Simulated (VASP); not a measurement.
Input of a VASP 6.6.1 run:

The input INCAR:

```
PREC = Accurate
ENCUT = 520
EDIFF = 1E-7
ISMEAR = 0
SIGMA = 0.1
LREAL = F
LASPH = T
NELM = 100
ALGO = Normal
ISIF = 2
LWAVE = F
LCHARG = T
GGA = CA
LELF = T
LVHAR = T
NBANDS = 23
```

KPOINTS

```
regular mesh
0
Gamma
  18 18 10
```

The input POSCAR:

```
Mo2C
1.0
    3.0156476294      0.0000000000      0.0000000000
   -1.5078238147      2.6116274559      0.0000000000
    0.0000000000      0.0000000000      4.5964891283
Mo C
2 1
Direct
    0.3333333333      0.6666666667      0.2488603170
    0.6666666667      0.3333333333      0.7511396830
    0.0000000000      0.0000000000      0.5000000000
```

Potentials or basis: VASP PAW LDA potentials, release 64 (Mo_sv, C).

Launch:

```sh
$ cat potpaw_LDA.64/Mo_sv/POTCAR potpaw_LDA.64/C/POTCAR > POTCAR
$ mpirun -np 1 vasp_std > vasp.out
```

Question: Estimate the band gap on the k mesh.

Answer: Zero (band 16 reaches 14.21 eV, above the bottom of band 17 at 11.50 eV).

Question: Estimate the pressure.

Answer: 1.4 GPa.

Question: Estimate the largest force.

Answer: 0.064 eV/Å.

Forces on the atoms (eV/Å):
```
Mo   0.000  0.000 -0.064
Mo   0.000  0.000  0.064
C    0.000  0.000  0.000
```
